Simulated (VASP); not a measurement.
Set up this calculation in VASP 6.6.1, as the native input.

```
Task                   : single point
Functional             : r2SCAN
Potentials or basis    : VASP PAW PBE potentials, release 64 (Ta_pv, N)
Cutoff                 : 660 eV
k mesh                 : 12 × 12 × 12
Occupations            : gaussian, width 0.05 eV
Spin                   : collinear spin, ferromagnetic start
Starting moments       : [0.05, 0.0] μB
Dipole correction      : no
Further INCAR settings : ALGO = Normal; EDIFF = 1e-06; NBANDS = 19
```

The system is TaN.

```
Ta N
1.0
     0.00000    2.33452    2.33452
     2.33452    0.00000    2.33452
     2.33452    2.33452    0.00000
Ta N
1 1
Direct
  0.00000 0.00000 0.00000
  0.25000 0.25000 0.25000
```

This cell differs from its parent crystal: volume scaled by 0.960.

These files were run (other wordings do the same):

POSCAR

```
TaN
1.0
    0.0000000000      2.3345213817      2.3345213817
    2.3345213817      0.0000000000      2.3345213817
    2.3345213817      2.3345213817      0.0000000000
Ta N
1 1
Direct
    0.0000000000      0.0000000000      0.0000000000
    0.2500000000      0.2500000000      0.2500000000
```

INCAR.step1

```
PREC = Accurate
ENCUT = 660
ISMEAR = 0
SIGMA = 0.05
LREAL = F
LASPH = T
NELM = 200
ISPIN = 2
MAGMOM = 0.05 0
LMAXMIX = 4
NBANDS = 19
GGA = PE
ALGO = Normal
EDIFF = 1E-5
LWAVE = T
LCHARG = F
GGA_COMPAT = F
```

INCAR.step2

```
PREC = Accurate
ENCUT = 660
EDIFF = 1E-6
ISMEAR = 0
SIGMA = 0.05
LREAL = F
LASPH = T
NELM = 200
ALGO = Normal
ISIF = 2
LWAVE = F
LCHARG = F
ISPIN = 2
MAGMOM = 0.05 0
LORBIT = 11
LMAXMIX = 4
METAGGA = R2SCAN
LMIXTAU = T
NBANDS = 19
ISTART = 1
GGA_COMPAT = F
```

KPOINTS

```
Automatic mesh
0
Gamma
  12 12 12
```

Potentials or basis: VASP PAW PBE potentials, release 64 (Ta_pv, N).

Command:

```sh
$ cat potpaw_PBE.64/Ta_pv/POTCAR potpaw_PBE.64/N/POTCAR > POTCAR
$ cp INCAR.step1 INCAR
$ mpirun -np 1 vasp_std > vasp.out
$ cp INCAR.step2 INCAR
$ mpirun -np 1 vasp_std > vasp.out
```

It gave:

```json
{"Pressure": "13.2 GPa", "Band gap on the k mesh": "zero (filled and empty bands overlap)", "Net moment": "0.00 μB per cell", "Valence electrons inside the program's atomic spheres": "Ta 9.04; N 3.85"}
```

Caveat: the PAW data sets were made with another functional, which shifts forces and pressure a little; spin-orbit coupling is left out, which moves the levels of the heavy elements.

Wall time 6.4 min on 1 thread of Intel(R) Xeon(R) Platinum 8375C CPU @ 2.90GHz (Ice Lake), with other jobs on the host, peak memory 0.24 GiB.
